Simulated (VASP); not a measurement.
# Cu in VASP: single point with PBE

Aim: the single point of Cu with PBE.

All numbers are computed with VASP 6.6.1; they aren't measurements. Logs are shortened: lines on timing, memory, paths and dates and some standing lists are left out, and cuts for length are marked.

### 1 The cell of the first run

The cell holds a slab with vacuum, 45 atoms: a = 7.669 Å, b = 7.669 Å, c = 19.230 Å, α = 90.00°, β = 90.00°, γ = 90.00°.

### 2 Single point, PBE

INCAR reads:

```
SYSTEM = Cu
  PREC = Accurate
  ENCUT = 520
  EDIFF = 1E-6
  ISMEAR = 1
  SIGMA = 0.1
  LREAL = Auto
  LASPH = .TRUE.
  NELM = 100
  ALGO = Normal
  ISIF = 2
  LWAVE = .FALSE.
  LCHARG = .TRUE.
  GGA = PE
  LELF = .TRUE.
  LVHAR = .TRUE.
  NBANDS = 276
  NCORE = 4
```

KPOINTS reads:

```
Automatic mesh
0
G
  2 2 1
  0 0 0
```

POSCAR reads:

```
Cu
1.0
    7.6685730420      0.0000000000      0.0000000000
    0.0000000000      7.6685730420      0.0000000000
    0.0000000000      0.0000000000     19.2300000000
Cu
45
Direct
    0.0000000000      0.0000000000      0.6921645757
    0.0000000000      0.3333333333      0.6921645757
    0.0000000000      0.6666666667      0.6921645757
    0.3333333333      0.0000000000      0.6921645757
    0.3333333333      0.3333333333      0.6921645757
    0.3333333333      0.6666666667      0.6921645757
    0.6666666667      0.0000000000      0.6921645757
    0.6666666667      0.3333333333      0.6921645757
    0.6666666667      0.6666666667      0.6921645757
    0.1666666667      0.1666666667      0.5994753594
    0.1666666667      0.5000000000      0.5994753594
    0.1666666667      0.8333333333      0.5994753594
    0.5000000000      0.1666666667      0.5994753594
    0.5000000000      0.5000000000      0.5994753594
    0.5000000000      0.8333333333      0.5994753594
    0.8333333333      0.1666666667      0.5994753594
    0.8333333333      0.5000000000      0.5994753594
    0.8333333333      0.8333333333      0.5994753594
    0.0000000000      0.0000000000      0.5027116904
    0.0000000000      0.3333333333      0.5027116904
    0.0000000000      0.6666666667      0.5027116904
    0.3333333333      0.0000000000      0.5027116904
    0.3333333333      0.3333333333      0.5027116904
    0.3333333333      0.6666666667      0.5027116904
    0.6666666667      0.0000000000      0.5027116904
    0.6666666667      0.3333333333      0.5027116904
    0.6666666667      0.6666666667      0.5027116904
    0.1666666667      0.1666666667      0.4060062402
    0.1666666667      0.5000000000      0.4060062402
    0.1666666667      0.8333333333      0.4060062402
    0.5000000000      0.1666666667      0.4060062402
    0.5000000000      0.5000000000      0.4060062402
    0.5000000000      0.8333333333      0.4060062402
    0.8333333333      0.1666666667      0.4060062402
    0.8333333333      0.5000000000      0.4060062402
    0.8333333333      0.8333333333      0.4060062402
    0.0000000000      0.0000000000      0.3120124805
    0.0000000000      0.3333333333      0.3120124805
    0.0000000000      0.6666666667      0.3120124805
    0.3333333333      0.0000000000      0.3120124805
    0.3333333333      0.3333333333      0.3120124805
    0.3333333333      0.6666666667      0.3120124805
    0.6666666667      0.0000000000      0.3120124805
    0.6666666667      0.3333333333      0.3120124805
    0.6666666667      0.6666666667      0.3120124805
```

Potentials or basis: VASP PAW PBE potentials, release 64 (Cu).

Run with:

```sh
cat potpaw_PBE.64/Cu/POTCAR > POTCAR
mpirun -np 4 vasp_std > vasp.out
```

OUTCAR:

```text
SYSTEM = Cu
   PREC = Accurate
   ENCUT = 520
   EDIFF = 1E-6
   ISMEAR = 1
   LREAL = Auto
   LASPH = .TRUE.
   NELM = 100
   ISIF = 2
   GGA = PE

 ion  position               nearest neighbor table
   1  0.000  0.000  0.692-  10 2.54  12 2.54  16 2.54  18 2.54   2 2.56   3 2.56   4 2.56   7 2.56

   2  0.000  0.333  0.692-  10 2.54  16 2.54  11 2.54  17 2.54   5 2.56   8 2.56   1 2.56   3 2.56

   3  0.000  0.667  0.692-  12 2.54  18 2.54  17 2.54  11 2.54   6 2.56   9 2.56   1 2.56   2 2.56

   4  0.333  0.000  0.692-  10 2.54  12 2.54  13 2.54  15 2.54   5 2.56   6 2.56   1 2.56   7 2.56

   5  0.333  0.333  0.692-  10 2.54  11 2.54  13 2.54  14 2.54   2 2.56   4 2.56   6 2.56   8 2.56

   6  0.333  0.667  0.692-  12 2.54  11 2.54  15 2.54  14 2.54   3 2.56   4 2.56   5 2.56   9 2.56
[... 73 lines left out ...]
  43  0.667  0.000  0.312-  34 2.56  36 2.56  31 2.56  33 2.56  37 2.56  44 2.56  45 2.56  40 2.56

  44  0.667  0.333  0.312-  34 2.56  31 2.56  35 2.56  32 2.56  38 2.56  43 2.56  41 2.56  45 2.56

  45  0.667  0.667  0.312-  36 2.56  35 2.56  33 2.56  32 2.56  39 2.56  43 2.56  42 2.56  44 2.56

  LATTYP: Found a simple tetragonal cell.
 ALAT       =     7.6685730420
 C/A-ratio  =     2.5076373264

  Lattice vectors:

 A1 = (   7.6685730420,   0.0000000000,   0.0000000000)
 A2 = (   0.0000000000,   7.6685730420,   0.0000000000)
 A3 = (   0.0000000000,   0.0000000000,  19.2300000000)

Analysis of symmetry for initial positions (statically):
=====================================================================
 Subroutine PRICEL returns following result:

  LATTYP: Found a simple tetragonal cell.
 ALAT       =     2.5561910137
 C/A-ratio  =     7.5229119798

  Lattice vectors:

 A1 = (   2.5561910137,   0.0000000000,   0.0000000000)
 A2 = (   0.0000000000,   2.5561910137,   0.0000000000)
 A3 = (   0.0000000000,   0.0000000000,  19.2300000000)

   9 primitive cells build up your supercell.

 Routine SETGRP: Setting up the symmetry group for a
 simple tetragonal supercell.

 Subroutine GETGRP returns: Found  8 space group operations
 (whereof  8 operations were pure point group operations)
 out of a pool of 16 trial point group operations.

The static configuration has the point symmetry C_4v.

Analysis of symmetry for dynamics (positions and initial velocities):
=====================================================================
 Subroutine PRICEL returns following result:

  LATTYP: Found a simple tetragonal cell.
 ALAT       =     2.5561910137
 C/A-ratio  =     7.5229119798

  Lattice vectors:

 A1 = (   2.5561910137,   0.0000000000,   0.0000000000)
 A2 = (   0.0000000000,   2.5561910137,   0.0000000000)
 A3 = (   0.0000000000,   0.0000000000,  19.2300000000)

   9 primitive cells build up your supercell.

 Routine SETGRP: Setting up the symmetry group for a
 simple tetragonal supercell.

 Subroutine GETGRP returns: Found  8 space group operations
 (whereof  8 operations were pure point group operations)
 out of a pool of 16 trial point group operations.

The dynamic configuration has the point symmetry C_4v.

 Subroutine INISYM returns: Found  8 space group operations
 (whereof  8 operations are pure point group operations),
 and found     9 'primitive' translations

----------------------------------------------------------------------------------------

                                     Primitive cell

  volume of cell :     125.6510

  direct lattice vectors                    reciprocal lattice vectors
     2.556191014  0.000000000  0.000000000     0.391207071  0.000000000  0.000000000
     0.000000000  2.556191014  0.000000000     0.000000000  0.391207071  0.000000000
     0.000000000  0.000000000 19.230000000     0.000000000  0.000000000  0.052002080

  length of vectors
     2.556191014  2.556191014 19.230000000     0.391207071  0.391207071  0.052002080

  position of ions in fractional coordinates (direct lattice)
     0.000000000  0.000000000  0.692164576
     0.500000000  0.500000000  0.599475359
     0.000000000  0.000000000  0.502711690
     0.500000000  0.500000000  0.406006240
     0.000000000  0.000000000  0.312012481

  ion indices of the primitive-cell ions
   primitive index   ion index
                 1           1
                 2          10
                 3          19
                 4          28
                 5          37

----------------------------------------------------------------------------------------

 KPOINTS: Automatic mesh

Automatic generation of k-mesh.
 Grid dimensions read from file:
 generate k-points for:    2    2    1

 Generating k-lattice:

  Cartesian coordinates                     Fractional coordinates (reciprocal lattice)
     0.065201179  0.000000000  0.000000000     0.500000000  0.000000000  0.000000000
     0.000000000  0.065201179  0.000000000     0.000000000  0.500000000  0.000000000
     0.000000000  0.000000000  0.052002080     0.000000000  0.000000000  1.000000000

  Length of vectors
     0.065201179  0.065201179  0.052002080

  Shift w.r.t. Gamma in fractional coordinates (k-lattice)
     0.000000000  0.000000000  0.000000000

 Subroutine IBZKPT returns following result:
 ===========================================

 Found      3 irreducible k-points:

 Following reciprocal coordinates:
            Coordinates               Weight
  0.000000  0.000000  0.000000      1.000000
  0.500000  0.000000  0.000000      2.000000
  0.500000  0.500000  0.000000      1.000000
   k-points           NKPTS =      3   k-points in BZ     NKDIM =      3   number of bands    NBANDS=    276
   number of dos      NEDOS =    301   number of ions     NIONS =     45
   total plane-waves  NPLWV = 518400
   dimension x,y,z NGX =    60 NGY =   60 NGZ =  144
   dimension x,y,z NGXF=   120 NGYF=  120 NGZF=  288
   ions per type =              45
   NGX,Y,Z   is equivalent  to a cutoff of  13.01, 13.01, 12.45 a.u.
   NGXF,Y,Z  is equivalent  to a cutoff of  26.01, 26.01, 24.90 a.u.
 SYSTEM =  Cu
   PREC   = accura    normal or accurate (medium, high low for compatibility)
   ISTART =      0    job   : 0-new  1-cont  2-samecut
   ICHARG =      2    charge: 1-file 2-atom 10-const
   ISPIN  =      1    spin polarized calculation?
   LNONCOLLINEAR =      F non collinear calculations
   LSORBIT =      F    spin-orbit coupling
   LASPH  =      T    aspherical Exc in radial PAW
   ENCUT  =  520.0 eV  38.22 Ry    6.18 a.u.  14.26 14.26 35.76*2*pi/ulx,y,z
   NELM   =    100;   NELMIN=  2; NELMDL= -5     # of ELM steps
   EDIFF  = 0.1E-05   stopping-criterion for ELM
   LREAL  =      T    real-space projection
   EDIFFG = 0.1E-04   stopping-criterion for IOM
   NSW    =      0    number of steps for IOM
   IBRION =     -1    ionic relax: 0-MD 1-quasi-New 2-CG
   NFREE  =      0    steps in history (QN), initial steepest desc. (CG)
   ISIF   =      2    stress and relaxation
   ISYM   =      2    0-nonsym 1-usesym 2-fastsym
   POTIM  = 0.5000    time-step for ionic-motion
   TEBEG  =    0.0;   TEEND  =   0.0 temperature during run
   PSTRESS=    0.0 pullay stress
   NELECT =     495.0000    total number of electrons
   NUPDOWN=      -1.0000    fix difference up-down
   EMIN   =  10.00;   EMAX   =-10.00  energy-range for DOS
   EFERMI =   0.00;   METHOD = LEGACY
   ISMEAR =     1;   SIGMA  =   0.10  broadening in eV -4-tet -1-fermi 0-gaus
   EFERMI_NEDOS =   21; number of points for ismear=-14 and -15
   IALGO  =     38    algorithm
   IMIX   =      4    mixing-type and parameters
     AMIX     =   0.40;   BMIX     =  1.00
     AMIX_MAG =   1.60;   BMIX_MAG =  1.00
  volume/ion in A,a.u.               =      25.13       169.59
  Fermi-wavevector in a.u.,A,eV,Ry     =   1.243008  2.348944 21.021923  1.545068
  Thomas-Fermi vector in A             =   2.377337
   LORBIT       =      0    0 simple, 1 ext, 2 COOP (PROOUT), +10 PAW based schemes
   GGA     = PE    functional components
   LHFCALC =     F    Hartree Fock is set to
   AEXX    =    0.0000 exact exchange contribution
   IVDW    =     0    specifies the selected vdW correction
   LEPSILON=     F    determine dielectric tensor
   LRPA    =     F    only Hartree local field effects (RPA)
 non-spin polarized calculation
 Methfessel and Paxton  Order N= 1 SIGMA  =   0.10
  energy-cutoff  :      520.00
  volume of cell :     1130.86
 maximum number of plane-waves:     30456
 NGX is ok and might be reduce to    60
   NGX = 29   NGY = 29   NGZ = 71

 number of electron     494.9999264 magnetization

 Free energy of the ion-electron system (eV)
  ---------------------------------------------------
  ext. energy  EPLUGINS =         0.00000000
  ---------------------------------------------------
  free energy    TOTEN  =      -156.67430775 eV

  energy without entropy =     -156.66498979  energy(sigma->0) =     -156.67120177

 E-fermi :   1.1866     XC(G=0):  -7.0055

 val. band max:        1.1640183232   @ k =   0.5000   0.0000   0.0000
 cond. band min:       1.2528510949   @ k =   0.5000   0.5000   0.0000
 fundamental gap:      0.0888327716
 Fermi energy:         1.1865951016

 k-point     1 :       0.0000    0.0000    0.0000
  band No.  band energies     occupation
      1      -7.7054      2.00000
      2      -6.6094      2.00000
      3      -5.2866      2.00000
      4      -5.2866      2.00000
      5      -5.2866      2.00000
      6      -5.2866      2.00000
[... 251 lines left out ...]
    258       2.3006     -0.00000
    259       2.3040     -0.00000

 k-point     2 :       0.5000    0.0000    0.0000
  band No.  band energies     occupation
      1      -7.0507      2.00000
      2      -7.0507      2.00000
      3      -5.9937      2.00000
      4      -5.9937      2.00000
      5      -4.7638      2.00000
      6      -4.7638      2.00000
[... 251 lines left out ...]
    258       2.3679     -0.00000
    259       2.3762     -0.00000

 k-point     3 :       0.5000    0.5000    0.0000
  band No.  band energies     occupation
      1      -6.4164      2.00000
      2      -6.4164      2.00000
      3      -6.4164      2.00000
      4      -6.4164      2.00000
      5      -5.3982      2.00000
      6      -5.3982      2.00000
[... 251 lines left out ...]
    258       2.3449     -0.00000
    259       2.3449     -0.00000
 [bands above 259 left out]

------------------------ aborting loop because EDIFF is reached ----------------------------------------

  FORCE on cell =-STRESS in cart. coord.  units (eV):
  Direction    XX          YY          ZZ          XY          YZ          ZX
  --------------------------------------------------------------------------------------
  -------------------------------------------------------------------------------------
  Total      -15.0035197    -15.0035197     -0.1732536      0.0000000      0.0000000     -0.0000000
  in kB      -21.2566750    -21.2566750     -0.2454621      0.0000000      0.0000000     -0.0000000
  external PRESSURE =     -14.2529374 kB  Pullay stress =       0.0000000 kB

 VOLUME and BASIS-vectors are now :
 -----------------------------------------------------------------------------
  energy-cutoff  :      520.00
  volume of cell :     1130.86
      direct lattice vectors                 reciprocal lattice vectors
     7.668573042  0.000000000  0.000000000     0.130402357  0.000000000  0.000000000
     0.000000000  7.668573042  0.000000000     0.000000000  0.130402357  0.000000000
     0.000000000  0.000000000 19.230000000     0.000000000  0.000000000  0.052002080

 POSITION                                       TOTAL-FORCE (eV/Angst)
 -----------------------------------------------------------------------------------
      0.00000      0.00000     13.31032        -0.000000     -0.000000      0.023476
      0.00000      2.55619     13.31032        -0.000000      0.000000      0.023476
      0.00000      5.11238     13.31032        -0.000000     -0.000000      0.023476
      2.55619      0.00000     13.31032        -0.000000     -0.000000      0.023476
      2.55619      2.55619     13.31032        -0.000000      0.000000      0.023476
      2.55619      5.11238     13.31032        -0.000000      0.000000      0.023476
[... 37 lines left out ...]
      5.11238      2.55619      6.00000         0.000000     -0.000000      0.064662
      5.11238      5.11238      6.00000        -0.000000      0.000000      0.064662
 -----------------------------------------------------------------------------------
    total drift:                                0.000000      0.000000      0.032167

  FREE ENERGIE OF THE ION-ELECTRON SYSTEM (eV)
  ---------------------------------------------------
  free  energy   TOTEN  =      -156.6743077530 eV

  energy  without entropy=     -156.6649897906  energy(sigma->0) =     -156.67120177
```

It took 14 min on 4 MPI ranks of Intel Xeon Platinum 8259CL at 2.50GHz (Skylake/Cascade Lake), shared host; peak memory 0.46 GiB.

Results:

| Property | Result |
| --- | --- |
| Free energy | -156.6743 eV |
| Largest force | 0.090 eV/Å |
| Band gap on the k mesh | zero (an odd number of electrons rules out a gap without spin polarisation) |

Forces on the atoms (eV/Å):
```
Cu   0.000  0.000  0.023
Cu   0.000  0.000  0.023
Cu   0.000  0.000  0.023
Cu   0.000  0.000  0.023
Cu   0.000  0.000  0.023
Cu   0.000  0.000  0.023
Cu   0.000  0.000  0.023
Cu   0.000  0.000  0.023
Cu   0.000  0.000  0.023
Cu   0.000  0.000  0.003
Cu   0.000  0.000  0.003
Cu   0.000  0.000  0.003
Cu   0.000  0.000  0.003
Cu   0.000  0.000  0.003
Cu   0.000  0.000  0.003
Cu   0.000  0.000  0.003
Cu   0.000  0.000  0.003
Cu   0.000  0.000  0.003
Cu   0.000  0.000 -0.001
Cu   0.000  0.000 -0.001
Cu   0.000  0.000 -0.001
Cu   0.000  0.000 -0.001
Cu   0.000  0.000 -0.001
Cu   0.000  0.000 -0.001
Cu   0.000  0.000 -0.001
Cu   0.000  0.000 -0.001
Cu   0.000  0.000 -0.001
Cu   0.000  0.000 -0.090
Cu   0.000  0.000 -0.090
Cu   0.000  0.000 -0.090
Cu   0.000  0.000 -0.090
Cu   0.000  0.000 -0.090
Cu   0.000  0.000 -0.090
Cu   0.000  0.000 -0.090
Cu   0.000  0.000 -0.090
Cu   0.000  0.000 -0.090
Cu   0.000  0.000  0.065
Cu   0.000  0.000  0.065
Cu   0.000  0.000  0.065
Cu   0.000  0.000  0.065
Cu   0.000  0.000  0.065
Cu   0.000  0.000  0.065
Cu   0.000  0.000  0.065
Cu   0.000  0.000  0.065
Cu   0.000  0.000  0.065
```

Caveat: the k points lie up to 0.41 Å⁻¹ apart, too coarse for converged energies and pressures of a metal; there is no dipole correction, which matters where the two faces differ.

The gap in the log of VASP goes by the Fermi energy; the results here count the filled bands.